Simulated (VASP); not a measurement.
# LiTa2O3 (P4_232) in VASP: single point with PBE

Aim: the single point of LiTa2O3 with PBE.

All numbers are computed with VASP 6.6.1; they aren't measurements. Logs are shortened: lines on timing, memory, paths and dates and some standing lists are left out, and cuts for length are marked.

## 1. The cell of the first run

Symmetry: P4_232, No. 208, cubic system. The conventional cell has a = 5.552 Å, b = 5.552 Å, c = 5.552 Å, α = 90.00°, β = 90.00°, γ = 90.00°. Li (site symmetry 23) has 4 Ta at 2.40 Å and 12 O at 3.10 Å within 3.2 Å. Ta (site symmetry 32) has 3 O at 1.96 Å and 2 Li at 2.40 Å within 2.6 Å. Within 2.6 Å of O (site symmetry 222) lie 2 Ta at 1.96 Å.

## 2. Single point, PBE

Input file INCAR:

```
ALGO     = Normal         # electronic algorithm
EDIFF    = 1E-7           # SCF threshold, eV
ENCUT    = 520            # plane-wave cutoff, eV
GGA      = PE             # functional
ISIF     = 2              # what is computed and relaxed
ISMEAR   = 0              # smearing method
LASPH    = T              # aspherical terms in the spheres
LCHARG   = F              # write CHGCAR
LREAL    = F              # projectors in reciprocal space
LWAVE    = F              # write WAVECAR
NBANDS   = 55             # bands
NELM     = 100            # most SCF steps
PREC     = Accurate       # precision mode
SIGMA    = 0.1            # smearing width, eV
```

Input file KPOINTS:

```
k-points
0
Gamma
  8 8 8
```

Input file POSCAR:

```
LiTa2O3
1.0
    5.5519403720      0.0000000000      0.0000000000
    0.0000000000      5.5519403720      0.0000000000
    0.0000000000      0.0000000000      5.5519403720
Li Ta O
2 4 6
Direct
    0.0000000000      0.0000000000      0.0000000000
    0.5000000000      0.5000000000      0.5000000000
    0.2500000000      0.2500000000      0.2500000000
    0.7500000000      0.7500000000      0.2500000000
    0.7500000000      0.2500000000      0.7500000000
    0.2500000000      0.7500000000      0.7500000000
    0.7500000000      0.5000000000      0.0000000000
    0.2500000000      0.5000000000      0.0000000000
    0.0000000000      0.7500000000      0.5000000000
    0.0000000000      0.2500000000      0.5000000000
    0.5000000000      0.0000000000      0.7500000000
    0.5000000000      0.0000000000      0.2500000000
```

Potentials or basis: VASP PAW PBE potentials, release 64 (Li_sv, Ta_pv, O).

On the command line:

```bash
$ cat potpaw_PBE.64/Li_sv/POTCAR potpaw_PBE.64/Ta_pv/POTCAR potpaw_PBE.64/O/POTCAR > POTCAR
$ mpirun -np 1 vasp_std > vasp.out
```

OUTCAR:

```text
EDIFF = 1E-7
   ENCUT = 520
   GGA = PE
   ISIF = 2
   ISMEAR = 0
   LASPH = T
   LREAL = F
   NELM = 100
   PREC = Accurate

 ion  position               nearest neighbor table
   1  0.000  0.000  0.000-   3 2.40   4 2.40   5 2.40   6 2.40
   2  0.500  0.500  0.500-   3 2.40   4 2.40   5 2.40   6 2.40
   3  0.250  0.250  0.250-   8 1.96  10 1.96  12 1.96   2 2.40   1 2.40
   4  0.750  0.750  0.250-   7 1.96   9 1.96  12 1.96   2 2.40   1 2.40
   5  0.750  0.250  0.750-   7 1.96  10 1.96  11 1.96   2 2.40   1 2.40
   6  0.250  0.750  0.750-   8 1.96   9 1.96  11 1.96   2 2.40   1 2.40
   7  0.750  0.500  0.000-   4 1.96   5 1.96
   8  0.250  0.500  0.000-   3 1.96   6 1.96
   9  0.000  0.750  0.500-   4 1.96   6 1.96
  10  0.000  0.250  0.500-   3 1.96   5 1.96
  11  0.500  0.000  0.750-   5 1.96   6 1.96
  12  0.500  0.000  0.250-   3 1.96   4 1.96

  LATTYP: Found a simple cubic cell.
 ALAT       =     5.5519403720

  Lattice vectors:

 A1 = (   5.5519403720,   0.0000000000,   0.0000000000)
 A2 = (   0.0000000000,   5.5519403720,   0.0000000000)
 A3 = (   0.0000000000,   0.0000000000,   5.5519403720)

Analysis of symmetry for initial positions (statically):
=====================================================================
 Subroutine PRICEL returns:
 Original cell was already a primitive cell.

 Routine SETGRP: Setting up the symmetry group for a
 simple cubic supercell.

 Subroutine GETGRP returns: Found 24 space group operations
 (whereof 12 operations were pure point group operations)
 out of a pool of 48 trial point group operations.

The static configuration has the point symmetry T   .
 The point group associated with its full space group is O   .

Analysis of symmetry for dynamics (positions and initial velocities):
=====================================================================
 Subroutine PRICEL returns:
 Original cell was already a primitive cell.

 Routine SETGRP: Setting up the symmetry group for a
 simple cubic supercell.

 Subroutine GETGRP returns: Found 24 space group operations
 (whereof 12 operations were pure point group operations)
 out of a pool of 48 trial point group operations.

The dynamic configuration has the point symmetry T   .
 The point group associated with its full space group is O   .

 Subroutine INISYM returns: Found 24 space group operations
 (whereof 12 operations are pure point group operations),
 and found     1 'primitive' translations

----------------------------------------------------------------------------------------

                                     Primitive cell

  volume of cell :     171.1332

  direct lattice vectors                    reciprocal lattice vectors
     5.551940372  0.000000000  0.000000000     0.180117208  0.000000000  0.000000000
     0.000000000  5.551940372  0.000000000     0.000000000  0.180117208  0.000000000
     0.000000000  0.000000000  5.551940372     0.000000000  0.000000000  0.180117208

  length of vectors
     5.551940372  5.551940372  5.551940372     0.180117208  0.180117208  0.180117208

  position of ions in fractional coordinates (direct lattice)
     0.000000000  0.000000000  0.000000000
     0.500000000  0.500000000  0.500000000
     0.250000000  0.250000000  0.250000000
     0.750000000  0.750000000  0.250000000
     0.750000000  0.250000000  0.750000000
     0.250000000  0.750000000  0.750000000
     0.750000000  0.500000000  0.000000000
     0.250000000  0.500000000  0.000000000
     0.000000000  0.750000000  0.500000000
     0.000000000  0.250000000  0.500000000
     0.500000000  0.000000000  0.750000000
     0.500000000  0.000000000  0.250000000

  ion indices of the primitive-cell ions
   primitive index   ion index
                 1           1
                 2           2
                 3           3
                 4           4
                 5           5
                 6           6
                 7           7
                 8           8
                 9           9
                10          10
                11          11
                12          12

----------------------------------------------------------------------------------------

 KPOINTS: k-points

Automatic generation of k-mesh.
 Grid dimensions read from file:
 generate k-points for:    8    8    8

 Generating k-lattice:

  Cartesian coordinates                     Fractional coordinates (reciprocal lattice)
     0.022514651  0.000000000  0.000000000     0.125000000  0.000000000  0.000000000
     0.000000000  0.022514651  0.000000000     0.000000000  0.125000000  0.000000000
     0.000000000  0.000000000  0.022514651     0.000000000  0.000000000  0.125000000

  Length of vectors
     0.022514651  0.022514651  0.022514651

  Shift w.r.t. Gamma in fractional coordinates (k-lattice)
     0.000000000  0.000000000  0.000000000

 Subroutine IBZKPT returns following result:
 ===========================================

 Found     35 irreducible k-points:

 Following reciprocal coordinates:
            Coordinates               Weight
  0.000000  0.000000  0.000000      1.000000
  0.125000  0.000000  0.000000      6.000000
  0.250000  0.000000  0.000000      6.000000
  0.375000  0.000000  0.000000      6.000000
  0.500000  0.000000  0.000000      3.000000
  0.125000  0.125000  0.000000     12.000000
[... 16 lines left out ...]
  0.375000  0.375000  0.125000     24.000000
  0.500000  0.375000  0.125000     24.000000
 [... further k-points ...]
   k-points           NKPTS =     35   k-points in BZ     NKDIM =     35   number of bands    NBANDS=     55
   number of dos      NEDOS =    301   number of ions     NIONS =     12
   total plane-waves  NPLWV =  74088
   dimension x,y,z NGX =    42 NGY =   42 NGZ =   42
   dimension x,y,z NGXF=    84 NGYF=   84 NGZF=   84
   ions per type =               2   4   6
   NGX,Y,Z   is equivalent  to a cutoff of  12.58, 12.58, 12.58 a.u.
   NGXF,Y,Z  is equivalent  to a cutoff of  25.15, 25.15, 25.15 a.u.
 SYSTEM =  unknown system
   PREC   = accura    normal or accurate (medium, high low for compatibility)
   ISTART =      0    job   : 0-new  1-cont  2-samecut
   ICHARG =      2    charge: 1-file 2-atom 10-const
   ISPIN  =      1    spin polarized calculation?
   LNONCOLLINEAR =      F non collinear calculations
   LSORBIT =      F    spin-orbit coupling
   LASPH  =      T    aspherical Exc in radial PAW
   ENCUT  =  520.0 eV  38.22 Ry    6.18 a.u.  10.32 10.32 10.32*2*pi/ulx,y,z
   NELM   =    100;   NELMIN=  2; NELMDL= -5     # of ELM steps
   EDIFF  = 0.1E-06   stopping-criterion for ELM
   LREAL  =      F    real-space projection
   EDIFFG = 0.1E-05   stopping-criterion for IOM
   NSW    =      0    number of steps for IOM
   IBRION =     -1    ionic relax: 0-MD 1-quasi-New 2-CG
   NFREE  =      0    steps in history (QN), initial steepest desc. (CG)
   ISIF   =      2    stress and relaxation
   ISYM   =      2    0-nonsym 1-usesym 2-fastsym
   POTIM  = 0.5000    time-step for ionic-motion
   TEBEG  =    0.0;   TEEND  =   0.0 temperature during run
   PSTRESS=    0.0 pullay stress
   NELECT =      86.0000    total number of electrons
   NUPDOWN=      -1.0000    fix difference up-down
   EMIN   =  10.00;   EMAX   =-10.00  energy-range for DOS
   EFERMI =   0.00;   METHOD = LEGACY
   ISMEAR =     0;   SIGMA  =   0.10  broadening in eV -4-tet -1-fermi 0-gaus
   EFERMI_NEDOS =   21; number of points for ismear=-14 and -15
   IALGO  =     38    algorithm
   IMIX   =      4    mixing-type and parameters
     AMIX     =   0.40;   BMIX     =  1.00
     AMIX_MAG =   1.60;   BMIX_MAG =  1.00
  volume/ion in A,a.u.               =      14.26        96.24
  Fermi-wavevector in a.u.,A,eV,Ry     =   1.301556  2.459584 23.048922  1.694048
  Thomas-Fermi vector in A             =   2.432682
   LORBIT       =      0    0 simple, 1 ext, 2 COOP (PROOUT), +10 PAW based schemes
   GGA     = PE    functional components
   LHFCALC =     F    Hartree Fock is set to
   AEXX    =    0.0000 exact exchange contribution
   IVDW    =     0    specifies the selected vdW correction
   LEPSILON=     F    determine dielectric tensor
   LRPA    =     F    only Hartree local field effects (RPA)
 non-spin polarized calculation
 Gauss-broadening in eV      SIGMA  =   0.10
  energy-cutoff  :      520.00
  volume of cell :      171.13
 maximum number of plane-waves:      4636
 NGX is ok and might be reduce to    42
   NGX = 21   NGY = 21   NGZ = 21

 number of electron      85.9999940 magnetization

 Free energy of the ion-electron system (eV)
  ---------------------------------------------------
  ext. energy  EPLUGINS =         0.00000000
  ---------------------------------------------------
  free energy    TOTEN  =       -94.05869883 eV

  energy without entropy =      -94.02359877  energy(sigma->0) =      -94.04114880

 E-fermi :   4.5164     XC(G=0): -10.3866

 val. band max:        4.5029437683   @ k =   0.2500   0.2500   0.0000
 cond. band min:       4.5182425271   @ k =   0.2500   0.2500   0.1250
 fundamental gap:      0.0152987588
 Fermi energy:         4.5163867366

 k-point     1 :       0.0000    0.0000    0.0000
  band No.  band energies     occupation
      1     -41.3394      2.00000
      2     -41.3313      2.00000
      3     -32.0479      2.00000
      4     -32.0479      2.00000
      5     -31.9887      2.00000
      6     -31.9887      2.00000
[... 47 lines left out ...]
     54       6.8624      0.00000
     55       6.8951      0.00000

 k-point     2 :       0.1250    0.0000    0.0000
  band No.  band energies     occupation
      1     -41.3392      2.00000
      2     -41.3315      2.00000
      3     -32.0463      2.00000
      4     -32.0447      2.00000
      5     -31.9976      2.00000
      6     -31.9897      2.00000
[... 1268 lines left out ...]
 k-point    24 :       0.5000    0.3750    0.1250
  band No.  band energies     occupation
      1     -41.3368      2.00000
      2     -41.3339      2.00000
      3     -32.0325      2.00000
      4     -32.0282      2.00000
      5     -32.0092      2.00000
      6     -32.0004      2.00000
[... 47 lines left out ...]
     54       7.2390      0.00000
     55       7.4334      0.00000

 [... further k-points ...]

------------------------ aborting loop because EDIFF is reached ----------------------------------------

  FORCE on cell =-STRESS in cart. coord.  units (eV):
  Direction    XX          YY          ZZ          XY          YZ          ZX
  --------------------------------------------------------------------------------------
  -------------------------------------------------------------------------------------
  Total        0.4882021      0.4882021      0.4882021      0.0000000      0.0000000      0.0000000
  in kB        4.5706277      4.5706277      4.5706277      0.0000000      0.0000000      0.0000000
  external PRESSURE =       4.5706277 kB  Pullay stress =       0.0000000 kB

 VOLUME and BASIS-vectors are now :
 -----------------------------------------------------------------------------
  energy-cutoff  :      520.00
  volume of cell :      171.13
      direct lattice vectors                 reciprocal lattice vectors
     5.551940372  0.000000000  0.000000000     0.180117208  0.000000000  0.000000000
     0.000000000  5.551940372  0.000000000     0.000000000  0.180117208  0.000000000
     0.000000000  0.000000000  5.551940372     0.000000000  0.000000000  0.180117208

 POSITION                                       TOTAL-FORCE (eV/Angst)
 -----------------------------------------------------------------------------------
      0.00000      0.00000      0.00000        -0.000000      0.000000     -0.000000
      2.77597      2.77597      2.77597        -0.000000     -0.000000     -0.000000
      1.38799      1.38799      1.38799        -0.000000     -0.000000     -0.000000
      4.16396      4.16396      1.38799        -0.000000      0.000000     -0.000000
      4.16396      1.38799      4.16396         0.000000     -0.000000     -0.000000
      1.38799      4.16396      4.16396        -0.000000     -0.000000     -0.000000
      4.16396      2.77597      0.00000         0.000000      0.000000      0.000000
      1.38799      2.77597      0.00000         0.000000      0.000000     -0.000000
      0.00000      4.16396      2.77597        -0.000000     -0.000000      0.000000
      0.00000      1.38799      2.77597        -0.000000     -0.000000      0.000000
      2.77597      0.00000      4.16396        -0.000000     -0.000000     -0.000000
      2.77597      0.00000      1.38799        -0.000000     -0.000000     -0.000000
 -----------------------------------------------------------------------------------
    total drift:                               -0.000000      0.000000     -0.000000

  FREE ENERGIE OF THE ION-ELECTRON SYSTEM (eV)
  ---------------------------------------------------
  free  energy   TOTEN  =       -94.0586988283 eV

  energy  without entropy=      -94.0235987667  energy(sigma->0) =      -94.04114880
```

It took 6.2 min on 1 thread of AMD EPYC 7R43 (Zen 3), shared host; peak memory 0.36 GiB.

Results:

* Free energy: -94.0587 eV
* Band gap on the k mesh: zero (band 43 reaches 5.15 eV, above the bottom of band 44 at 4.10 eV)

Caveat: the cutoff is under 1.25 times the usual one of these potentials, so pressure, stress and relaxed cells hold a basis-set (Pulay) error; spin-orbit coupling is left out, which moves the levels of the heavy elements.
